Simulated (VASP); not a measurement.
# Ta5Ti3 in VASP: notebook

Runs on Ta5Ti3. Level: PBE. Tasks: relaxation of cell and atoms, single point.

Program: VASP 6.6.1. These are calculated values, not measurements. Logs are shortened: lines on timing, memory, paths and dates and some standing lists are left out, and cuts for length are marked.

### Step 1. The cell of the first run

Symmetry: P4/mmm, No. 123, tetragonal system. The conventional cell has a = 3.280 Å, b = 3.280 Å, c = 13.130 Å, α = 90.00°, β = 90.00°, γ = 90.00°. Ti (site symmetry 4mm) has 5 Ta at 2.84 to 3.28 Å and 9 Ti at 2.84 to 3.28 Å within 3.7 Å. Ti (site symmetry 4/mmm) has 12 Ti at 2.84 to 3.28 Å and 2 Ta at 3.28 Å within 3.7 Å. Ta (site symmetry 4mm) has 5 Ti at 2.84 to 3.28 Å and 9 Ta at 2.84 to 3.28 Å within 3.7 Å. Ta (site symmetry 4/mmm) has 14 Ta at 2.84 to 3.28 Å within 3.7 Å. Within 3.7 Å of Ta (site symmetry 4mm) lie 13 Ta at 2.84 to 3.28 Å and 1 Ti at 3.28 Å.

### Step 2. Relaxation of cell and atoms, PBE

The input, INCAR:

```
PREC = Accurate
ENCUT = 600
EDIFF = 1E-6
ISMEAR = 0
SIGMA = 0.2
LREAL = F
LASPH = T
NELM = 100
ALGO = Fast
ISIF = 3
LWAVE = F
LCHARG = F
GGA = PE
IBRION = 2
NSW = 36
EDIFFG = -0.08
```

The input, KPOINTS:

```
regular mesh
0
Gamma
  5 5 2
```

The input, POSCAR:

```
Ta5Ti3
1.0
    3.2800000000      0.0000000000      0.0000000000
    0.0000000000      3.2800000000      0.0000000000
    0.0000000000      0.0000000000     13.1300000000
Ti Ta
3 5
Direct
    0.5000000000      0.5000000000      0.6250000000
    0.5000000000      0.5000000000      0.3750000000
    0.0000000000      0.0000000000      0.5000000000
    0.0000000000      0.0000000000      0.7500000000
    0.0000000000      0.0000000000      0.2500000000
    0.0000000000      0.0000000000      0.0000000000
    0.5000000000      0.5000000000      0.8750000000
    0.5000000000      0.5000000000      0.1250000000
```

Potentials or basis: VASP PAW PBE potentials, release 64 (Ti_sv, Ta_pv).

Launch:

```console
$ cat potpaw_PBE.64/Ti_sv/POTCAR potpaw_PBE.64/Ta_pv/POTCAR > POTCAR
$ mpirun -np 1 vasp_std > vasp.out
```

OUTCAR:

```text
PREC = Accurate
   ENCUT = 600
   EDIFF = 1E-6
   ISMEAR = 0
   LREAL = F
   LASPH = T
   NELM = 100
   ISIF = 3
   GGA = PE
   IBRION = 2
   NSW = 36
   EDIFFG = -0.08

 ion  position               nearest neighbor table
   1  0.500  0.500  0.625-   3 2.84   4 2.84   3 2.84   4 2.84   3 2.84   4 2.84   3 2.84   4 2.84

   2  0.500  0.500  0.375-   3 2.84   5 2.84   3 2.84   5 2.84   3 2.84   5 2.84   3 2.84   5 2.84

   3  0.000  0.000  0.500-   1 2.84   2 2.84   1 2.84   2 2.84   1 2.84   2 2.84   1 2.84   2 2.84

   4  0.000  0.000  0.750-   1 2.84   7 2.84   1 2.84   7 2.84   1 2.84   7 2.84   1 2.84   7 2.84
                             6 3.28
   5  0.000  0.000  0.250-   2 2.84   8 2.84   2 2.84   8 2.84   2 2.84   8 2.84   2 2.84   8 2.84
                             6 3.28
   6  0.000  0.000  0.000-   7 2.84   8 2.84   7 2.84   8 2.84   7 2.84   8 2.84   7 2.84   8 2.84
                             4 3.28   5 3.28
   7  0.500  0.500  0.875-   4 2.84   6 2.84   4 2.84   6 2.84   4 2.84   6 2.84   4 2.84   6 2.84
                             8 3.28
   8  0.500  0.500  0.125-   5 2.84   6 2.84   5 2.84   6 2.84   5 2.84   6 2.84   5 2.84   6 2.84
                             7 3.28

  LATTYP: Found a simple tetragonal cell.
 ALAT       =     3.2800000000
 C/A-ratio  =     4.0030487805

  Lattice vectors:

 A1 = (   3.2800000000,   0.0000000000,   0.0000000000)
 A2 = (   0.0000000000,   3.2800000000,   0.0000000000)
 A3 = (   0.0000000000,   0.0000000000,  13.1300000000)

Analysis of symmetry for initial positions (statically):
=====================================================================
 Subroutine PRICEL returns:
 Original cell was already a primitive cell.

 Routine SETGRP: Setting up the symmetry group for a
 simple tetragonal supercell.

 Subroutine GETGRP returns: Found 16 space group operations
 (whereof 16 operations were pure point group operations)
 out of a pool of 16 trial point group operations.

The static configuration has the point symmetry D_4h.

Analysis of symmetry for dynamics (positions and initial velocities):
=====================================================================
 Subroutine PRICEL returns:
 Original cell was already a primitive cell.

 Routine SETGRP: Setting up the symmetry group for a
 simple tetragonal supercell.

 Subroutine GETGRP returns: Found 16 space group operations
 (whereof 16 operations were pure point group operations)
 out of a pool of 16 trial point group operations.

The dynamic configuration has the point symmetry D_4h.

 Subroutine INISYM returns: Found 16 space group operations
 (whereof 16 operations are pure point group operations),
 and found     1 'primitive' translations

[... 86 lines left out ...]
   ICHARG =      2    charge: 1-file 2-atom 10-const
   ISPIN  =      1    spin polarized calculation?
   LNONCOLLINEAR =      F non collinear calculations
   LSORBIT =      F    spin-orbit coupling
   LASPH  =      T    aspherical Exc in radial PAW
   ENCUT  =  600.0 eV  44.10 Ry    6.64 a.u.   6.55  6.55 26.22*2*pi/ulx,y,z
   NELM   =    100;   NELMIN=  2; NELMDL= -5     # of ELM steps
   EDIFF  = 0.1E-05   stopping-criterion for ELM
   LREAL  =      F    real-space projection
   EDIFFG = -.8E-01   stopping-criterion for IOM
   NSW    =     36    number of steps for IOM
   IBRION =      2    ionic relax: 0-MD 1-quasi-New 2-CG
   NFREE  =      1    steps in history (QN), initial steepest desc. (CG)
   ISIF   =      3    stress and relaxation
   ISYM   =      2    0-nonsym 1-usesym 2-fastsym
   POTIM  = 0.5000    time-step for ionic-motion
   TEBEG  =    0.0;   TEEND  =   0.0 temperature during run
   PSTRESS=    0.0 pullay stress
   NELECT =      91.0000    total number of electrons
   NUPDOWN=      -1.0000    fix difference up-down
   EMIN   =  10.00;   EMAX   =-10.00  energy-range for DOS
   EFERMI =   0.00;   METHOD = LEGACY
   ISMEAR =     0;   SIGMA  =   0.20  broadening in eV -4-tet -1-fermi 0-gaus
   EFERMI_NEDOS =   21; number of points for ismear=-14 and -15
   IALGO  =     68    algorithm
   IMIX   =      4    mixing-type and parameters
     AMIX     =   0.40;   BMIX     =  1.00
     AMIX_MAG =   1.60;   BMIX_MAG =  1.00
  volume/ion in A,a.u.               =      17.66       119.16
  Fermi-wavevector in a.u.,A,eV,Ry     =   1.413897  2.671878 27.199477  1.999105
  Thomas-Fermi vector in A             =   2.535495
   LORBIT       =      0    0 simple, 1 ext, 2 COOP (PROOUT), +10 PAW based schemes
   GGA     = PE    functional components
   LHFCALC =     F    Hartree Fock is set to
   AEXX    =    0.0000 exact exchange contribution
   IVDW    =     0    specifies the selected vdW correction
   LEPSILON=     F    determine dielectric tensor
   LRPA    =     F    only Hartree local field effects (RPA)
 conjugate gradient relaxation of ions
 non-spin polarized calculation
 RMM-DIIS sequential band-by-band and
 Gauss-broadening in eV      SIGMA  =   0.20
  energy-cutoff  :      600.00
  volume of cell :      141.26
 maximum number of plane-waves:      4772
 NGX is ok and might be reduce to    28
   NGX = 13   NGY = 13   NGZ = 53

--------------------------------------- Ionic step        1  -------------------------------------------

 number of electron      91.0000002 magnetization

 Free energy of the ion-electron system (eV)
  ---------------------------------------------------
  ext. energy  EPLUGINS =         0.00000000
  ---------------------------------------------------
  free energy    TOTEN  =       -82.22478170 eV

  energy without entropy =      -81.95680576  energy(sigma->0) =      -82.09079373

------------------------ aborting loop because EDIFF is reached ----------------------------------------

  FORCE on cell =-STRESS in cart. coord.  units (eV):
  Direction    XX          YY          ZZ          XY          YZ          ZX
  --------------------------------------------------------------------------------------
  -------------------------------------------------------------------------------------
  Total        2.3109707      2.3109707      1.8537136      0.0000000      0.0000000      0.0000000
  in kB       26.2115444     26.2115444     21.0252319      0.0000000      0.0000000      0.0000000
  external PRESSURE =      24.4827736 kB  Pullay stress =       0.0000000 kB
[... 155 lines left out ...]
--------------------------------------- Ionic step        5  -------------------------------------------

 number of electron      90.9999994 magnetization

 Free energy of the ion-electron system (eV)
  ---------------------------------------------------
  ext. energy  EPLUGINS =         0.00000000
  ---------------------------------------------------
  free energy    TOTEN  =       -82.25095032 eV

  energy without entropy =      -81.97810642  energy(sigma->0) =      -82.11452837

 E-fermi :   6.4117     XC(G=0): -12.1708

 val. band max:        6.3938548858   @ k =   0.2000   0.2000   0.0000
 cond. band min:       6.4181603307   @ k =   0.4000   0.0000   0.5000
 fundamental gap:      0.0243054449
 Fermi energy:         6.4117084001

 k-point     1 :       0.0000    0.0000    0.0000
  band No.  band energies     occupation
      1     -50.1744      2.00000
      2     -49.9397      2.00000
      3     -49.9232      2.00000
      4     -27.5171      2.00000
      5     -27.4845      2.00000
      6     -27.4835      2.00000
[... 708 lines left out ...]
  FREE ENERGIE OF THE ION-ELECTRON SYSTEM (eV)
  ---------------------------------------------------
  free  energy   TOTEN  =       -82.2509503230 eV

  energy  without entropy=      -81.9781064157  energy(sigma->0) =      -82.11452837

 reached required accuracy - stopping structural energy minimisation
```

Run time: 11 min. Hardware: 1 thread of Intel Xeon 6975P-C (Granite Rapids), shared host; peak memory 0.34 GiB.

What came out:

```
Free energy                           : -82.2510 eV
Relaxed volume                        : 17.90 Å³/atom
Relaxed cell                          : a = 3.304 Å, b = 3.304 Å, c = 13.118 Å, α = 90.00°, β = 90.00°, γ = 90.00°
Space group after relaxing (to 0.1 Å) : P4/mmm (No. 123)
Energy gained by relaxing             : 3.3 meV/atom
Ionic steps                           : 5
Pressure after relaxing               : 0.0 GPa
Largest force after relaxing          : 0.074 eV/Å
Band gap on the k mesh                : zero (an odd number of electrons rules out a gap without spin polarisation)
```

Forces in eV/Å, atoms in the order of the input:
```
Ti   0.000  0.000 -0.062
Ti   0.000  0.000  0.062
Ti   0.000  0.000  0.000
Ta   0.000  0.000 -0.074
Ta   0.000  0.000  0.074
Ta   0.000  0.000  0.000
Ta   0.000  0.000  0.040
Ta   0.000  0.000 -0.040
```

The path:
| step | energy change (eV) | largest force (eV/Å) | pressure (GPa) | volume (Å³) |
| --- | --- | --- | --- | --- |
| 1 | 0.0000 | 0.2208 | 2.45 | 141.26 |
| 2 | 0.0214 | 0.1122 | -3.79 | 146.85 |
| 3 | -0.0184 | 0.1468 | -0.18 | 143.49 |
| 4 | -0.0222 | 0.1166 | -0.14 | 143.40 |
| 5 | -0.0262 | 0.0741 | 0.00 | 143.18 |

Final structure:
```
CELL_PARAMETERS angstrom
3.30381 0.00000 0.00000
0.00000 3.30381 0.00000
0.00000 0.00000 13.11763
ATOMIC_POSITIONS crystal
Ti 0.50000 0.50000 0.62557
Ti 0.50000 0.50000 0.37443
Ti 0.00000 0.00000 0.50000
Ta 0.00000 0.00000 0.74805
Ta 0.00000 0.00000 0.25195
Ta 0.00000 0.00000 0.00000
Ta 0.50000 0.50000 0.87303
Ta 0.50000 0.50000 0.12697
```

Levels at points of the mesh, in eV from the Fermi level:
```tsv
k point	band 42	band 43	band 44	band 45	band 46	band 47	band 48	band 49
(0.00, 0.00, 0.00)	0.63	0.71	0.71	0.76	0.93	0.93	1.18	1.18
(0.00, 0.00, 0.50)	0.70	0.73	0.73	0.81	0.87	0.90	0.90	0.94
```

Caveat: the k points lie up to 0.38 Å⁻¹ apart in the final cell, too coarse for converged energies and pressures of a metal; spin-orbit coupling is left out, which moves the levels of the heavy elements; the relaxation stopped at a loose force limit of 0.08 eV/Å, so its end isn't a converged minimum.

### Step 3. Single point, PBE

This run uses another cell than the first one, of 17.90 Å³/atom.

The input, INCAR:

```
PREC = Accurate
ENCUT = 520
EDIFF = 1E-6
ISMEAR = 0
SIGMA = 0.2
LREAL = F
LASPH = T
NELM = 60
ALGO = Fast
ISIF = 2
LWAVE = F
LCHARG = F
GGA = PE
NBANDS = 56
```

The input, KPOINTS:

```
regular mesh
0
Gamma
  6 6 2
```

The input, POSCAR:

```
Ta5Ti3
1.0
    3.3212336144      0.0000055071      0.0000613599
    0.0000074546      3.3218399703      0.0000670310
   -0.0009744196     -0.0012294861     12.9825098872
Ti Ta
3 5
Direct
    0.4999977850      0.5000007354      0.6239813034
    0.5000043321      0.4999959053      0.3760201637
    0.0000003065     -0.0000020982      0.4999984515
   -0.0000015945      0.0000054404      0.7470935258
    1.0000010009     -0.0000050350      0.2529075977
   -0.0000020348     -0.0000025090     -0.0000014464
    0.5000026456      0.5000097186      0.8720998349
    0.4999975590      0.4999978423      0.1279005693
```

Potentials or basis: VASP PAW PBE potentials, release 64 (Ti_sv, Ta_pv).

Launch:

```console
$ cat potpaw_PBE.64/Ti_sv/POTCAR potpaw_PBE.64/Ta_pv/POTCAR > POTCAR
$ mpirun -np 1 vasp_std > vasp.out
```

Wall time 9 min (1 thread of Intel Xeon 6975P-C (Granite Rapids), shared host); peak memory 0.42 GiB.

The run converged. Its results:

```yaml
Free_energy: -82.2619 eV
Pressure: 0.1 GPa
Largest_force: 0.016 eV/Å
Band_gap_on_the_k_mesh: zero (an odd number of electrons rules out a gap without spin polarisation)
```

Forces on the atoms (eV/Å):
```
Ti   0.000  0.000 -0.004
Ti   0.000  0.000  0.004
Ti   0.000  0.000  0.000
Ta   0.000  0.000 -0.016
Ta   0.000  0.000  0.016
Ta   0.000  0.000  0.000
Ta   0.000  0.000  0.001
Ta   0.000  0.000 -0.001
```

Levels at points of the mesh, in eV from the Fermi level:
```tsv
k point	band 43	band 44	band 45	band 46	band 47	band 48	band 49	band 50	band 51	band 52
(0.00, 0.00, 0.00)	0.68	0.73	0.73	1.00	1.00	1.13	1.13	1.20	1.20	1.21
(0.50, 0.00, 0.00)	-0.22	-0.09	-0.08	-0.07	-0.02	1.18	1.24	1.35	1.38	1.43
(0.00, 0.50, 0.00)	-0.23	-0.09	-0.08	-0.07	-0.02	1.18	1.24	1.35	1.38	1.43
(0.50, 0.50, 0.00)	-0.69	-0.35	-0.35	0.06	0.06	0.21	0.21	1.29	1.29	2.66
(0.00, 0.00, 0.50)	0.73	0.79	0.81	0.86	0.87	0.89	0.89	1.00	1.01	1.85
(0.50, 0.00, 0.50)	-0.33	0.52	0.55	0.59	0.60	0.62	0.67	0.81	0.86	1.76
(0.00, 0.50, 0.50)	-0.33	0.52	0.55	0.59	0.60	0.62	0.67	0.80	0.86	1.76
(0.50, 0.50, 0.50)	-0.63	-0.36	-0.36	-0.36	-0.36	0.75	0.75	1.03	1.03	2.66
```

Caveat: spin-orbit coupling is left out, which moves the levels of the heavy elements.

The gap in the log of VASP goes by the Fermi energy; the results here count the filled bands.